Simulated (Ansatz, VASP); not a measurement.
**One calculation of Si2Ni, two programs**

INCAR

```
ALGO = Normal ; EDIFF = 1E-6
ENCUT = 520 ; GGA = PE
ISIF = 2 ; ISMEAR = 0
ISPIN = 2 ; IVDW = 12
LASPH = True ; LCHARG = False
LMAXMIX = 4 ; LORBIT = 11
LREAL = False ; LWAVE = False
MAGMOM = 0 0 0.05 ; NBANDS = 20
NELM = 150 ; PREC = Accurate
SIGMA = 0.05
```

File KPOINTS:

```
k-points
0
Gamma
  8 8 8
```

POSCAR

```
Si2Ni
1.0
    0.0000000000      2.6504514224      2.6504514224
    2.6504514224      0.0000000000      2.6504514224
    2.6504514224      2.6504514224      0.0000000000
Si Ni
2 1
Direct
    0.2500000000      0.2500000000      0.2500000000
    0.7500000000      0.7500000000      0.7500000000
    0.0000000000      0.0000000000      0.0000000000
```

Input for Ansatz:

```yaml
crystal:
  lattice:
    - [0.0, 2.6504514224, 2.6504514224]
    - [2.6504514224, 0.0, 2.6504514224]
    - [2.6504514224, 2.6504514224, 0.0]
  atoms:
    - { symbol: Si, position: [0.25, 0.25, 0.25] }
    - { symbol: Si, position: [0.75, 0.75, 0.75] }
    - { symbol: Ni, position: [0.0, 0.0, 0.0], spin: 0.05 }
basis:
  ecutwfc: 420
  ecutrho_ratio: 4
kpoints:
  mp_grid: { grid: [8, 8, 8] }
hamiltonian:
  xc: pbe
  dispersion: d3bj
scf:
  occupations: { method: gaussian, width: 0.05 }
output:
  forces: true
  stress: true
  eigenvalues: true
  populations: true
magnetization:
  spin_polarized: true
```

Alike in both runs: task single point; functional PBE; dispersion D3(BJ); k mesh 8 × 8 × 8; occupations gaussian, width 0.05 eV; collinear spin.

|  | VASP | Ansatz |
| --- | --- | --- |
| version | VASP 6.6.1 | Ansatz 0.2.0 |
| potentials or method | VASP PAW PBE potentials, release 64 (Si, Ni), cutoff 520 eV | scalar-relativistic, plane waves, PAW |
| valence electrons in the cell | 18 | 26 |

Ansatz gave:

| Item | Value |
| --- | --- |
| gap on the k mesh at the Fermi level (eV) | none |
| pressure (GPa) | 7.3 |
| net moment per atom (μB) | 0.00 |

Q: Estimate VASP's values.

A: gap on the k mesh at the Fermi level (eV): none; pressure (GPa): 7.0; net moment per atom (μB): 0.00.

A gap of «none» marks a metal or a gap that the smearing closes. VASP's potentials hold 18 valence electrons a cell and Ansatz's 26, so a difference there can come from the potentials and not from the codes. Ansatz's warnings: seeded moment not kept.
